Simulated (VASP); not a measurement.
# SiC (P1) in VASP: notebook, part 2 of 2

VASP 6.6.1. The steps go on from the part before.

## Step 3: Single point, PBEsol

File INCAR:

```
PREC     = Accurate       # precision mode
ENCUT    = 520            # plane-wave cutoff, eV
EDIFF    = 1E-6           # SCF threshold, eV
ISMEAR   = -1             # smearing method
SIGMA    = 0.05           # smearing width, eV
LREAL    = Auto         
LASPH    = True           # aspherical terms in the spheres
NELM     = 60             # most SCF steps
ALGO     = Normal         # electronic algorithm
ISIF     = 2              # what is computed and relaxed
LWAVE    = False          # write WAVECAR
LCHARG   = False          # write CHGCAR
GGA      = PS             # functional
NELECT   = 62.0         
NBANDS   = 46             # bands
```

File KPOINTS:

```
Automatic mesh
0
Gamma
  2 2 2
  0.5 0.5 0.5
```

File POSCAR:

```
SiC
1.0
    6.1565700000      0.0000000000      0.0000000000
    0.0000000000      5.3317460000      0.0000000000
    0.0000000000      0.0000000000      5.0437270000
Si C
8 8
Direct
    0.2576220000      0.1628410000      0.4947380000
    0.0019380000      0.6664550000      0.5055940000
    0.7542220000      0.1676410000      0.5002580000
    0.4914750000      0.6654080000      0.5053500000
    0.0049460000      0.3197080000      0.9907500000
    0.4927630000      0.3410800000      0.0012740000
    0.2481460000      0.8206530000      0.0039020000
    0.7501370000      0.8234490000      0.9994930000
    0.9997940000      0.3289360000      0.3878780000
    0.5041950000      0.3335030000      0.3734770000
    0.2490250000      0.8544260000      0.3897580000
    0.7411210000      0.8454560000      0.3920020000
    0.2462980000      0.1592650000      0.8833550000
    0.0052700000      0.6679670000      0.8747750000
    0.7463550000      0.1700140000      0.8868990000
    0.4974710000      0.6589800000      0.8745400000
```

Potentials or basis: VASP PAW PBE potentials, release 64 (Si, C).

On the command line:

```bash
cat potpaw_PBE.64/Si/POTCAR potpaw_PBE.64/C/POTCAR > POTCAR
mpirun -np 1 vasp_std > vasp.out
```

OUTCAR:

```text
PREC = Accurate
   ENCUT = 520
   EDIFF = 1E-6
   ISMEAR = -1
   LREAL = Auto
   LASPH = True
   NELM = 60
   ISIF = 2
   GGA = PS
   NELECT = 62.0

 ion  position               nearest neighbor table
   1  0.258  0.163  0.495-  11 1.73  10 1.87   9 1.90  13 1.96   4 3.02   6 3.03   4 3.04   3 3.06
                             5 3.06   7 3.08   2 3.08   6 3.09   5 3.10   3 3.10   2 3.11
   2  0.002  0.666  0.506-  14 1.86   9 1.90  11 1.91  12 1.95   4 3.01   7 3.05   8 3.05   7 3.06
                             3 3.07   5 3.07   3 3.08   1 3.08   8 3.10   1 3.11   4 3.14
   3  0.754  0.168  0.500-  12 1.80   9 1.83  10 1.89  15 1.95   5 3.03   1 3.06   2 3.07   2 3.08
                             1 3.10   5 3.11   4 3.11   8 3.12   8 3.12   6 3.13   4 3.13   6 3.14
   4  0.491  0.665  0.505-  16 1.86  10 1.89  11 1.89  12 1.90   2 3.01   1 3.02   6 3.04   7 3.04
                             1 3.04   7 3.05   6 3.07   8 3.08   3 3.11   8 3.12   3 3.13   2 3.14
   5  0.005  0.320  0.991-  13 1.80  15 1.86  14 1.95   9 2.00   6 3.01   3 3.03   7 3.05   1 3.06
                             7 3.06   2 3.07   8 3.08   1 3.10   3 3.11   8 3.11
   6  0.493  0.341  0.001-  16 1.81  10 1.88  13 1.90  15 1.90   7 2.97   5 3.01   8 3.02   1 3.03
                             4 3.04   4 3.07   1 3.09   3 3.13   3 3.14
   7  0.248  0.821  0.004-  14 1.82  16 1.88  13 1.91  11 1.95   6 2.97   4 3.04   2 3.05   4 3.05
                             5 3.05   2 3.06   5 3.06   8 3.07   1 3.08   8 3.09
   8  0.750  0.823  0.999-  14 1.88  16 1.89  15 1.93  12 1.98   6 3.02   2 3.05   7 3.07   4 3.08
                             5 3.08   7 3.09   2 3.10   5 3.11   3 3.12   3 3.12   4 3.12
   9  1.000  0.329  0.388-   3 1.83   2 1.90   1 1.90   5 2.00
  10  0.504  0.334  0.373-   1 1.87   6 1.88   3 1.89   4 1.89
  11  0.249  0.854  0.390-   1 1.73   4 1.89   2 1.91   7 1.95
  12  0.741  0.845  0.392-   3 1.80   4 1.90   2 1.95   8 1.98
  13  0.246  0.159  0.883-   5 1.80   6 1.90   7 1.91   1 1.96
  14  0.005  0.668  0.875-   7 1.82   2 1.86   8 1.88   5 1.95
  15  0.746  0.170  0.887-   5 1.86   6 1.90   8 1.93   3 1.95
  16  0.497  0.659  0.875-   6 1.81   4 1.86   7 1.88   8 1.89

  LATTYP: Found a simple orthorhombic cell.
 ALAT       =     5.0437270000
 B/A-ratio  =     1.0571043992
 C/A-ratio  =     1.2206390235

  Lattice vectors:

 A1 = (   0.0000000000,   0.0000000000,  -5.0437270000)
 A2 = (   0.0000000000,   5.3317460000,   0.0000000000)
 A3 = (   6.1565700000,   0.0000000000,   0.0000000000)

Analysis of symmetry for initial positions (statically):
=====================================================================
 Subroutine PRICEL returns:
 Original cell was already a primitive cell.

 Routine SETGRP: Setting up the symmetry group for a
 simple orthorhombic supercell.

 Subroutine GETGRP returns: Found  1 space group operations
 (whereof  1 operations were pure point group operations)
 out of a pool of  8 trial point group operations.

The static configuration has the point symmetry C_1 .

Analysis of symmetry for dynamics (positions and initial velocities):
=====================================================================
 Subroutine PRICEL returns:
 Original cell was already a primitive cell.

 Routine SETGRP: Setting up the symmetry group for a
 simple orthorhombic supercell.

 Subroutine GETGRP returns: Found  1 space group operations
 (whereof  1 operations were pure point group operations)
 out of a pool of  8 trial point group operations.

[... 89 lines left out ...]
   k-points           NKPTS =      4   k-points in BZ     NKDIM =      4   number of bands    NBANDS=     46
   number of dos      NEDOS =    301   number of ions     NIONS =     16
   total plane-waves  NPLWV =  76800
   dimension x,y,z NGX =    48 NGY =   40 NGZ =   40
   dimension x,y,z NGXF=    96 NGYF=   80 NGZF=   80
   ions per type =               8   8
   NGX,Y,Z   is equivalent  to a cutoff of  12.96, 12.47, 13.18 a.u.
   NGXF,Y,Z  is equivalent  to a cutoff of  25.92, 24.94, 26.37 a.u.
 SYSTEM =  unknown system
   PREC   = accura    normal or accurate (medium, high low for compatibility)
   ISTART =      0    job   : 0-new  1-cont  2-samecut
   ICHARG =      2    charge: 1-file 2-atom 10-const
   ISPIN  =      1    spin polarized calculation?
   LNONCOLLINEAR =      F non collinear calculations
   LSORBIT =      F    spin-orbit coupling
   LASPH  =      T    aspherical Exc in radial PAW
   ENCUT  =  520.0 eV  38.22 Ry    6.18 a.u.  11.45  9.91  9.38*2*pi/ulx,y,z
   NELM   =     60;   NELMIN=  2; NELMDL= -5     # of ELM steps
   EDIFF  = 0.1E-05   stopping-criterion for ELM
   LREAL  =      T    real-space projection
   EDIFFG = 0.1E-04   stopping-criterion for IOM
   NSW    =      0    number of steps for IOM
   IBRION =     -1    ionic relax: 0-MD 1-quasi-New 2-CG
   NFREE  =      0    steps in history (QN), initial steepest desc. (CG)
   ISIF   =      2    stress and relaxation
   ISYM   =      2    0-nonsym 1-usesym 2-fastsym
   POTIM  = 0.5000    time-step for ionic-motion
   TEBEG  =    0.0;   TEEND  =   0.0 temperature during run
   PSTRESS=    0.0 pullay stress
   NELECT =      62.0000    total number of electrons
   NUPDOWN=      -1.0000    fix difference up-down
   EMIN   =  10.00;   EMAX   =-10.00  energy-range for DOS
   EFERMI =   0.00;   METHOD = LEGACY
   ISMEAR =    -1;   SIGMA  =   0.05  broadening in eV -4-tet -1-fermi 0-gaus
   EFERMI_NEDOS =   21; number of points for ismear=-14 and -15
   IALGO  =     38    algorithm
   IMIX   =      4    mixing-type and parameters
     AMIX     =   0.40;   BMIX     =  1.00
     AMIX_MAG =   1.60;   BMIX_MAG =  1.00
  volume/ion in A,a.u.               =      10.35        69.83
  Fermi-wavevector in a.u.,A,eV,Ry     =   1.180009  2.229894 18.945052  1.392422
  Thomas-Fermi vector in A             =   2.316310
   LORBIT       =      0    0 simple, 1 ext, 2 COOP (PROOUT), +10 PAW based schemes
   GGA     = PS    functional components
   LHFCALC =     F    Hartree Fock is set to
   AEXX    =    0.0000 exact exchange contribution
   IVDW    =     0    specifies the selected vdW correction
   LEPSILON=     F    determine dielectric tensor
   LRPA    =     F    only Hartree local field effects (RPA)
 non-spin polarized calculation
  energy-cutoff  :      520.00
  volume of cell :      165.56
 maximum number of plane-waves:      4463
 NGX is ok and might be reduce to    48
   NGX = 23   NGY = 19   NGZ = 19

 number of electron      62.0000000 magnetization

 Free energy of the ion-electron system (eV)
  ---------------------------------------------------
  ext. energy  EPLUGINS =         0.00000000
  ---------------------------------------------------
  free energy    TOTEN  =      -141.34423145 eV

  energy without entropy =     -141.24616052  energy(sigma->0) =     -141.29519598

 E-fermi :   7.2481     XC(G=0): -11.3731

 val. band max:        7.2053533533   @ k =   0.2500  -0.2500  -0.2500
 cond. band min:       7.2687528559   @ k =  -0.2500   0.2500  -0.2500
 fundamental gap:      0.0633995026
 Fermi energy:         7.2481440017

 k-point     1 :       0.2500    0.2500    0.2500
  band No.  band energies     occupation
      1      -6.6449      2.00000
      2      -5.1380      2.00000
      3      -4.7117      2.00000
      4      -4.4308      2.00000
      5      -3.6093      2.00000
      6      -3.1597      2.00000
[... 173 lines left out ...]
     42      14.3951      0.00000
     43      14.6339      0.00000
 [bands above 43 left out]

------------------------ aborting loop because EDIFF is reached ----------------------------------------

  FORCE on cell =-STRESS in cart. coord.  units (eV):
  Direction    XX          YY          ZZ          XY          YZ          ZX
  --------------------------------------------------------------------------------------
  -------------------------------------------------------------------------------------
  Total      -17.7297304    -17.8445723    -25.9045425      1.0276711      2.3900448     -0.4412073
  in kB     -171.5745498   -172.6859006   -250.6840274      9.9450024     23.1289962     -4.2696617
  external PRESSURE =    -198.3148259 kB  Pullay stress =       0.0000000 kB

 VOLUME and BASIS-vectors are now :
 -----------------------------------------------------------------------------
  energy-cutoff  :      520.00
  volume of cell :      165.56
      direct lattice vectors                 reciprocal lattice vectors
     6.156570000  0.000000000  0.000000000     0.162428105  0.000000000  0.000000000
     0.000000000  5.331746000  0.000000000     0.000000000  0.187555821  0.000000000
     0.000000000  0.000000000  5.043727000     0.000000000  0.000000000  0.198266084

 POSITION                                       TOTAL-FORCE (eV/Angst)
 -----------------------------------------------------------------------------------
      1.58607      0.86823      2.49532        -0.205874      2.384360      1.976378
      0.01193      3.55337      2.55008        -0.331822      0.388006     -0.292617
      4.64342      0.89382      2.52316        -0.595062      0.610832      1.367754
      3.02580      3.54779      2.54885         0.725741      0.200066     -0.044012
      0.03045      1.70460      4.99707        -1.113486      1.010648      1.606626
      3.03373      1.81855      0.00643         0.552127     -1.827676      0.450864
[... 8 lines left out ...]
      4.59499      0.90647      4.47328        -0.140522     -0.512562     -0.987491
      3.06272      3.51351      4.41094         0.074777      1.014269      0.082502
 -----------------------------------------------------------------------------------
    total drift:                                0.019520     -0.006090      0.010027

  FREE ENERGIE OF THE ION-ELECTRON SYSTEM (eV)
  ---------------------------------------------------
  free  energy   TOTEN  =      -141.3442314496 eV

  energy  without entropy=     -141.2461605150  energy(sigma->0) =     -141.29519598
```

Wall time 48 s (1 thread of AMD EPYC 7R43 (Zen 3), shared host); peak memory 0.22 GiB.

What came out:

```
Free energy   : -141.3442 eV
Largest force : 4.466 eV/Å
```

Forces on the atoms (eV/Å):
```
Si  -0.206  2.384  1.976
Si  -0.332  0.388 -0.293
Si  -0.595  0.611  1.368
Si   0.726  0.200 -0.044
Si  -1.113  1.011  1.607
Si   0.552 -1.828  0.451
Si   0.691  1.261  0.920
Si  -0.346  0.710  0.970
C    0.698  1.071 -1.517
C   -0.510  0.695  0.036
C   -0.372 -3.905 -2.135
C    0.562 -2.060 -1.630
C    1.204 -0.192 -1.212
C   -0.893 -0.846  0.407
C   -0.141 -0.513 -0.987
C    0.075  1.014  0.083
```

Caveat: the k points lie up to 0.62 Å⁻¹ apart; the cell carries a net charge on a neutralising background, which shifts energy and pressure; the cell is charged against a uniform background, so pressure and absolute levels hang on convention; the PAW data sets were made with another functional, which shifts forces and pressure a little.

## Step 4: Single point, r2SCAN

POSCAR is that of step 3.

File INCAR.step1:

```
PREC     = Accurate       # precision mode
ENCUT    = 520            # plane-wave cutoff, eV
ISMEAR   = -1             # smearing method
SIGMA    = 0.05           # smearing width, eV
LREAL    = Auto         
LASPH    = True           # aspherical terms in the spheres
NELM     = 100            # most SCF steps
NBANDS   = 46             # bands
GGA      = PE             # functional
ALGO     = Normal         # electronic algorithm
EDIFF    = 1E-4           # SCF threshold, eV
LWAVE    = True           # write WAVECAR
LCHARG   = False          # write CHGCAR
```

File INCAR.step2:

```
PREC     = Accurate       # precision mode
ENCUT    = 520            # plane-wave cutoff, eV
EDIFF    = 1E-6           # SCF threshold, eV
ISMEAR   = -1             # smearing method
SIGMA    = 0.05           # smearing width, eV
LREAL    = Auto         
LASPH    = True           # aspherical terms in the spheres
NELM     = 100            # most SCF steps
ALGO     = Normal         # electronic algorithm
ISIF     = 2              # what is computed and relaxed
LWAVE    = False          # write WAVECAR
LCHARG   = False          # write CHGCAR
METAGGA  = R2SCAN         # meta-GGA
LMIXTAU  = True         
NBANDS   = 46             # bands
ISTART   = 1
```

KPOINTS is that of step 3.

On the command line:

```bash
cat potpaw_PBE.64/Si/POTCAR potpaw_PBE.64/C/POTCAR > POTCAR
cp INCAR.step1 INCAR
mpirun -np 1 vasp_std > vasp.out
cp INCAR.step2 INCAR
mpirun -np 1 vasp_std > vasp.out
```

It took 2.1 min on 1 thread of AMD EPYC 7R43 (Zen 3), shared host; peak memory 0.24 GiB.

The run converged. Its results:

```
Free energy            : -153.7370 eV
Pressure               : 0.9 GPa
Largest force          : 4.815 eV/Å
Band gap on the k mesh : 4.63 eV
```

Forces on the atoms (eV/Å):
```
Si  -0.701  2.618  1.733
Si  -0.674  0.510 -0.507
Si  -0.726  0.672  1.109
Si   0.793  0.397 -0.447
Si  -1.263  1.321  1.571
Si   0.712 -1.983  0.250
Si   0.569  1.696  0.559
Si  -0.234  1.297  0.808
C    1.042  0.939 -1.420
C   -0.562  0.734  0.444
C   -0.178 -4.421 -1.900
C    0.837 -2.360 -1.415
C    1.362 -0.269 -1.018
C   -0.787 -1.246  0.782
C   -0.121 -0.777 -1.062
C   -0.070  0.874  0.513
```

Stress tensor (GPa, compression positive):
```
-0.27  0.54 -0.10
 0.54  4.17  1.35
-0.10  1.35 -1.13
```

Levels at points of the mesh, in eV from the valence-band top:
| k point | band 30 | band 31 | band 32 | band 33 | band 34 | band 35 |
| --- | --- | --- | --- | --- | --- | --- |
| (0.25, 0.25, 0.25) | -0.68 | -0.25 | 0.00 | 4.63 | 4.90 | 5.21 |

Caveat: the k points lie up to 0.62 Å⁻¹ apart; the PAW data sets were made with another functional, which shifts forces and pressure a little. r2SCAN opens gaps a little over a GGA but as a rule still falls short of measured ones.
